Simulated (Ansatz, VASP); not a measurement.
One calculation of Zr3TiC4, two programs

```
Zr Ti C
1.0
     3.28142    0.00000    0.00000
     0.00000    4.62658    0.00000
     0.00000    0.00000    6.53282
Zr Ti C
3 1 4
Direct
  0.00000 0.50000 0.74579
  0.50000 0.00000 0.00000
  0.00000 0.50000 0.25421
  0.50000 0.00000 0.50000
  0.00000 0.00000 0.73882
  0.50000 0.50000 0.00000
  0.00000 0.00000 0.26118
  0.50000 0.50000 0.50000
```

Alike in both runs: functional PBE; k mesh 6 × 4 × 4; occupations gaussian, width 0.1 eV; no spin polarisation.

Ansatz relaxed the structure, and its values are those at the end. VASP's run is a single point on that final structure, the one shown.

|  | VASP | Ansatz |
| --- | --- | --- |
| version | VASP 6.6.1 | Ansatz 0.2.0 |
| potentials or method | VASP PAW PBE potentials, release 64 (Zr_sv, Ti_sv, C), cutoff 520 eV | scalar-relativistic, plane waves, PAW |
| valence electrons in the cell | 64 | 64 |

```csv
,VASP,Ansatz,Ansatz less VASP
gap on the k mesh at the Fermi level (eV),none,none,-
pressure (GPa),0.0,-0.3,-0.25
```

A gap of «none» marks a metal or a gap that the smearing closes.
